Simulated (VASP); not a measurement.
# BiS2 (P6_3/mmc) in VASP: relaxation of cell and atoms with r2SCAN+rVV10

Aim: the relaxation of cell and atoms of BiS2 with r2SCAN+rVV10.

Everything below comes from runs of VASP 6.6.1. Logs are shortened: lines on timing, memory, paths and dates and some standing lists are left out, and cuts for length are marked.

## 1. The cell of the first run

The structure is hexagonal, space group P6_3/mmc (No. 194). The conventional cell has a = 3.898 Å, b = 3.898 Å, c = 10.836 Å, α = 90.00°, β = 90.00°, γ = 120.00°. Bi (site symmetry -6m2) has 8 S at 2.79 to 3.77 Å and 6 Bi at 3.90 Å within 3.9 Å. S (site symmetry 3m) has 4 Bi at 2.79 to 3.77 Å and 10 S at 3.09 to 3.90 Å within 3.9 Å.

## 2. Relaxation of cell and atoms, r2SCAN+rVV10

POSCAR reads:

```
BiS2
1.0
    3.8983376917      0.0000000000      0.0000000000
   -1.9491688459      3.3760594736      0.0000000000
    0.0000000000      0.0000000000     10.8363389939
Bi S
2 4
Direct
    0.6666666667      0.3333333333      0.2500013389
    0.3333333333      0.6666666667      0.7499986611
    0.3333333333      0.6666666667      0.4024061276
    0.6666666667      0.3333333333      0.9024063571
    0.3333333333      0.6666666667      0.0975936429
    0.6666666667      0.3333333333      0.5975938724
```

INCAR.step1 reads:

```
PREC = Accurate
ENCUT = 600
ISMEAR = -1
SIGMA = 0.03
LREAL = F
LASPH = T
NELM = 100
GGA = PE
ALGO = Normal
EDIFF = 1E-4
LWAVE = T
LCHARG = F
KPAR = 4
```

INCAR.step2 reads:

```
PREC = Accurate
ENCUT = 600
EDIFF = 1E-7
ISMEAR = -1
SIGMA = 0.03
LREAL = F
LASPH = T
NELM = 100
ALGO = Normal
ISIF = 3
LWAVE = F
LCHARG = F
METAGGA = R2SCAN
LMIXTAU = T
LUSE_VDW = T
IVDW_NL = 2
BPARAM = 11.95
CPARAM = 0.0093
IBRION = 2
NSW = 100
EDIFFG = -0.01
ISTART = 1
KPAR = 4
```

KPOINTS reads:

```
regular mesh
0
Gamma
  12 12 2
```

Potentials or basis: VASP PAW PBE potentials, release 64 (Bi_d, S).

Run with:

```bash
cat potpaw_PBE.64/Bi_d/POTCAR potpaw_PBE.64/S/POTCAR > POTCAR
cp INCAR.step1 INCAR
mpirun -np 4 vasp_std > vasp.out
cp INCAR.step2 INCAR
mpirun -np 4 vasp_std > vasp.out
```

OUTCAR:

```text
PREC = Accurate
   ENCUT = 600
   EDIFF = 1E-7
   ISMEAR = -1
   LREAL = F
   LASPH = T
   NELM = 100
   ISIF = 3
   METAGGA = R2SCAN
   IVDW_NL = 2
   BPARAM = 11.95
   IBRION = 2
   NSW = 100
   EDIFFG = -0.01
   ISTART = 1

 ion  position               nearest neighbor table
   1  0.667  0.333  0.250-   3 2.79   3 2.79   3 2.79   5 2.79   5 2.79   5 2.79
   2  0.333  0.667  0.750-   6 2.79   6 2.79   6 2.79   4 2.79   4 2.79   4 2.79
   3  0.333  0.667  0.402-   1 2.79   1 2.79   1 2.79
   4  0.667  0.333  0.902-   2 2.79   2 2.79   2 2.79
   5  0.333  0.667  0.098-   1 2.79   1 2.79   1 2.79
   6  0.667  0.333  0.598-   2 2.79   2 2.79   2 2.79

  LATTYP: Found a hexagonal cell.
 ALAT       =     3.8983376917
 C/A-ratio  =     2.7797332737

  Lattice vectors:

 A1 = (   3.8983376917,   0.0000000000,   0.0000000000)
 A2 = (  -1.9491688459,   3.3760594736,   0.0000000000)
 A3 = (   0.0000000000,   0.0000000000,  10.8363389939)

Analysis of symmetry for initial positions (statically):
=====================================================================
 Subroutine PRICEL returns:
 Original cell was already a primitive cell.

 Routine SETGRP: Setting up the symmetry group for a
 hexagonal supercell.

 Subroutine GETGRP returns: Found 24 space group operations
 (whereof 12 operations were pure point group operations)
 out of a pool of 24 trial point group operations.

The static configuration has the point symmetry D_3d.
 The point group associated with its full space group is D_6h.

Analysis of symmetry for dynamics (positions and initial velocities):
=====================================================================
 Subroutine PRICEL returns:
 Original cell was already a primitive cell.

 Routine SETGRP: Setting up the symmetry group for a
 hexagonal supercell.

 Subroutine GETGRP returns: Found 24 space group operations
 (whereof 12 operations were pure point group operations)
 out of a pool of 24 trial point group operations.

The dynamic configuration has the point symmetry D_3d.
 The point group associated with its full space group is D_6h.

 Subroutine INISYM returns: Found 24 space group operations
 (whereof 12 operations are pure point group operations),
 and found     1 'primitive' translations

----------------------------------------------------------------------------------------

                                     Primitive cell

  volume of cell :     142.6173

  direct lattice vectors                    reciprocal lattice vectors
     3.898337692  0.000000000  0.000000000     0.256519593  0.148101656  0.000000000
    -1.949168846  3.376059474  0.000000000     0.000000000  0.296203313  0.000000000
     0.000000000  0.000000000 10.836338994     0.000000000  0.000000000  0.092282089

  length of vectors
     3.898337692  3.898337692 10.836338994     0.296203313  0.296203313  0.092282089

  position of ions in fractional coordinates (direct lattice)
     0.666666667  0.333333333  0.250001339
     0.333333333  0.666666667  0.749998661
     0.333333333  0.666666667  0.402406128
     0.666666667  0.333333333  0.902406357
     0.333333333  0.666666667  0.097593643
     0.666666667  0.333333333  0.597593872

  ion indices of the primitive-cell ions
   primitive index   ion index
                 1           1
                 2           2
                 3           3
                 4           4
                 5           5
                 6           6

----------------------------------------------------------------------------------------

 KPOINTS: regular mesh

Automatic generation of k-mesh.
 Grid dimensions read from file:
 generate k-points for:   12   12    2

 Generating k-lattice:

  Cartesian coordinates                     Fractional coordinates (reciprocal lattice)
     0.021376633  0.012341805  0.000000000     0.083333333  0.000000000  0.000000000
     0.000000000  0.024683609  0.000000000     0.000000000  0.083333333  0.000000000
     0.000000000  0.000000000  0.046141045     0.000000000  0.000000000  0.500000000

  Length of vectors
     0.024683609  0.024683609  0.046141045

  Shift w.r.t. Gamma in fractional coordinates (k-lattice)
     0.000000000  0.000000000  0.000000000

 Subroutine IBZKPT returns following result:
 ===========================================

 Found     38 irreducible k-points:

 Following reciprocal coordinates:
            Coordinates               Weight
  0.000000  0.000000  0.000000      1.000000
  0.083333  0.000000  0.000000      6.000000
  0.166667  0.000000  0.000000      6.000000
  0.250000  0.000000  0.000000      6.000000
  0.333333  0.000000  0.000000      6.000000
  0.416667  0.000000  0.000000      6.000000
[... 16 lines left out ...]
  0.250000  0.000000  0.500000      6.000000
  0.333333  0.000000  0.500000      6.000000
 [... further k-points ...]
   k-points           NKPTS =     38   k-points in BZ     NKDIM =     38   number of bands    NBANDS=     32
   number of dos      NEDOS =    301   number of ions     NIONS =      6
   total plane-waves  NPLWV =  92160
   dimension x,y,z NGX =    32 NGY =   32 NGZ =   90
   dimension x,y,z NGXF=    64 NGYF=   64 NGZF=  180
   ions per type =               2   4
   NGX,Y,Z   is equivalent  to a cutoff of  13.65, 13.65, 13.81 a.u.
   NGXF,Y,Z  is equivalent  to a cutoff of  27.29, 27.29, 27.61 a.u.
 SYSTEM =  unknown system
   PREC   = accura    normal or accurate (medium, high low for compatibility)
   ISTART =      1    job   : 0-new  1-cont  2-samecut
   ICHARG =      0    charge: 1-file 2-atom 10-const
   ISPIN  =      1    spin polarized calculation?
   LNONCOLLINEAR =      F non collinear calculations
   LSORBIT =      F    spin-orbit coupling
   LASPH  =      T    aspherical Exc in radial PAW
   ENCUT  =  600.0 eV  44.10 Ry    6.64 a.u.   7.79  7.79 21.64*2*pi/ulx,y,z
   NELM   =    100;   NELMIN=  2; NELMDL=  0     # of ELM steps
   EDIFF  = 0.1E-06   stopping-criterion for ELM
   LREAL  =      F    real-space projection
   EDIFFG = -.1E-01   stopping-criterion for IOM
   NSW    =    100    number of steps for IOM
   IBRION =      2    ionic relax: 0-MD 1-quasi-New 2-CG
   NFREE  =      1    steps in history (QN), initial steepest desc. (CG)
   ISIF   =      3    stress and relaxation
   ISYM   =      2    0-nonsym 1-usesym 2-fastsym
   POTIM  = 0.5000    time-step for ionic-motion
   TEBEG  =    0.0;   TEEND  =   0.0 temperature during run
   PSTRESS=    0.0 pullay stress
   NELECT =      54.0000    total number of electrons
   NUPDOWN=      -1.0000    fix difference up-down
   EMIN   =  10.00;   EMAX   =-10.00  energy-range for DOS
   EFERMI =   0.00;   METHOD = LEGACY
   ISMEAR =    -1;   SIGMA  =   0.03  broadening in eV -4-tet -1-fermi 0-gaus
   EFERMI_NEDOS =   21; number of points for ismear=-14 and -15
   IALGO  =     38    algorithm
   IMIX   =      4    mixing-type and parameters
     AMIX     =   0.40;   BMIX     =  1.00
     AMIX_MAG =   1.60;   BMIX_MAG =  1.00
  volume/ion in A,a.u.               =      23.77       160.40
  Fermi-wavevector in a.u.,A,eV,Ry     =   1.184355  2.238107 19.084861  1.402698
  Thomas-Fermi vector in A             =   2.320571
   LORBIT       =      0    0 simple, 1 ext, 2 COOP (PROOUT), +10 PAW based schemes
   METAGGA = R2SCAN    functional components
   LHFCALC =     F    Hartree Fock is set to
   AEXX    =    0.0000 exact exchange contribution
   IVDW_NL    =     2    kernel type
   BPARAM     =11.9500
   IVDW    =     0    specifies the selected vdW correction
   LEPSILON=     F    determine dielectric tensor
   LRPA    =     F    only Hartree local field effects (RPA)
 conjugate gradient relaxation of ions
 non-spin polarized calculation
  energy-cutoff  :      600.00
  volume of cell :      142.62
 maximum number of plane-waves:      4806
 NGX is ok and might be reduce to    32
   NGX = 15   NGY = 15   NGZ = 43

--------------------------------------- Ionic step        1  -------------------------------------------

 number of electron      54.0000003 magnetization

 Free energy of the ion-electron system (eV)
  ---------------------------------------------------
  ext. energy  EPLUGINS =         0.00000000
  ---------------------------------------------------
  free energy    TOTEN  =      -147.19995669 eV

  energy without entropy =     -147.18351201  energy(sigma->0) =     -147.19173435

------------------------ aborting loop because EDIFF is reached ----------------------------------------

  FORCE on cell =-STRESS in cart. coord.  units (eV):
  Direction    XX          YY          ZZ          XY          YZ          ZX
  --------------------------------------------------------------------------------------
  -------------------------------------------------------------------------------------
  Total        0.8336815      0.8336815      2.0113540     -0.0000000      0.0000000     -0.0000000
  in kB        9.3656651      9.3656651     22.5957604     -0.0000000      0.0000000     -0.0000000
  external PRESSURE =      13.7756969 kB  Pullay stress =       0.0000000 kB
[... 145 lines left out ...]
  energy  without entropy=     -147.2029679948  energy(sigma->0) =     -147.21163808

--------------------------------------- Ionic step        5  -------------------------------------------

 number of electron      54.0000001 magnetization

 Free energy of the ion-electron system (eV)
  ---------------------------------------------------
  ext. energy  EPLUGINS =         0.00000000
  ---------------------------------------------------
  free energy    TOTEN  =      -147.22429758 eV

  energy without entropy =     -147.20615740  energy(sigma->0) =     -147.21522749

 E-fermi :   5.2023     XC(G=0): -10.3600

 val. band max:        5.2011535955   @ k =   0.1667   0.0833   0.0000
 cond. band min:       5.2031148832   @ k =   0.3333   0.1667   0.0000
 fundamental gap:      0.0019612877
 Fermi energy:         5.2023238729

 k-point     1 :       0.0000    0.0000    0.0000
  band No.  band energies     occupation
      1     -18.4689      2.00000
      2     -18.4689      2.00000
      3     -18.4688      2.00000
      4     -18.4688      2.00000
      5     -18.4061      2.00000
      6     -18.4054      2.00000
[... 829 lines left out ...]
     31       9.0005      0.00000
     32       9.0006      0.00000

 [... further k-points ...]
[... 5 lines left out ...]
  --------------------------------------------------------------------------------------
  -------------------------------------------------------------------------------------
  Total        0.0407415      0.0407415      0.0563122     -0.0000000      0.0000000     -0.0000000
  in kB        0.4472960      0.4472960      0.6182441     -0.0000000      0.0000000     -0.0000000
  external PRESSURE =       0.5042787 kB  Pullay stress =       0.0000000 kB
[... 21 lines left out ...]
  FREE ENERGIE OF THE ION-ELECTRON SYSTEM (eV)
  ---------------------------------------------------
  free  energy   TOTEN  =      -147.2242975824 eV

  energy  without entropy=     -147.2061573953  energy(sigma->0) =     -147.21522749

 reached required accuracy - stopping structural energy minimisation
```

Wall time 67 min (4 MPI ranks of Oxide Virtual Turin-like, shared host); peak memory 0.76 GiB.

Results:

| Quantity | Value |
| --- | --- |
| Free energy | -147.2243 eV |
| Relaxed volume | 24.32 Å³/atom |
| Relaxed cell | a = 3.899 Å, b = 3.899 Å, c = 11.084 Å, α = 90.00°, β = 90.00°, γ = 120.00° |
| Space group after relaxing (to 0.1 Å) | P6_3/mmc (No. 194) |
| Energy gained by relaxing | 4.1 meV/atom |
| Ionic steps | 5 |
| Pressure after relaxing | 0.1 GPa |
| Largest force after relaxing | 0.004 eV/Å |
| Band gap on the k mesh | zero (bands 27 and 28 overlap by 1.28 eV) |

Forces on the atoms (eV/Å):
```
Bi   0.000  0.000  0.000
Bi   0.000  0.000  0.000
S    0.000  0.000 -0.004
S    0.000  0.000 -0.004
S    0.000  0.000  0.004
S    0.000  0.000  0.004
```

The path:
```csv
step,energy change (eV),largest force (eV/Å),pressure (GPa),volume (Å³)
1,0.0000,0.0298,1.38,142.62
2,-0.0120,0.2124,-0.82,146.87
3,-0.0149,0.1565,-0.17,145.54
4,-0.0204,0.1016,-0.09,145.68
5,-0.0243,0.0041,0.05,145.93
```

Final structure:
```xyz
6
Lattice="3.8990 0.0000 0.0000 -1.9495 3.3767 0.0000 0.0000 0.0000 11.0844" Properties=species:S:1:pos:R:3 pbc="T T T"
Bi    1.9495    1.1256    2.7711
Bi    0.0000    2.2511    8.3133
S     0.0000    2.2511    4.4388
S     1.9495    1.1256    9.9810
S     0.0000    2.2511    1.1034
S     1.9495    1.1256    6.6455
```

Levels at points of the mesh, in eV from the Fermi level:
| k point | band 23 | band 24 | band 25 | band 26 | band 27 | band 28 | band 29 | band 30 | band 31 | band 32 |
| --- | --- | --- | --- | --- | --- | --- | --- | --- | --- | --- |
| (0.00, 0.00, 0.00) | -1.34 | -1.34 | -1.06 | -0.59 | -0.59 | 0.28 | 2.68 | 2.84 | 2.84 | 3.08 |
| (0.50, 0.00, 0.00) | -2.18 | -2.01 | -1.27 | -0.72 | -0.21 | -0.14 | 1.82 | 2.89 | 3.07 | 3.29 |
| (0.00, 0.00, 0.50) | -0.85 | -0.85 | -0.85 | -0.85 | -0.34 | -0.34 | 2.95 | 2.95 | 2.95 | 2.95 |
| (0.50, 0.00, 0.50) | -1.51 | -1.51 | -1.31 | -1.31 | -0.62 | -0.62 | 2.55 | 2.55 | 3.67 | 3.67 |

Caveat: the PAW data sets were made with another functional, which shifts forces and pressure a little; spin-orbit coupling is left out, which moves the levels of the heavy elements.
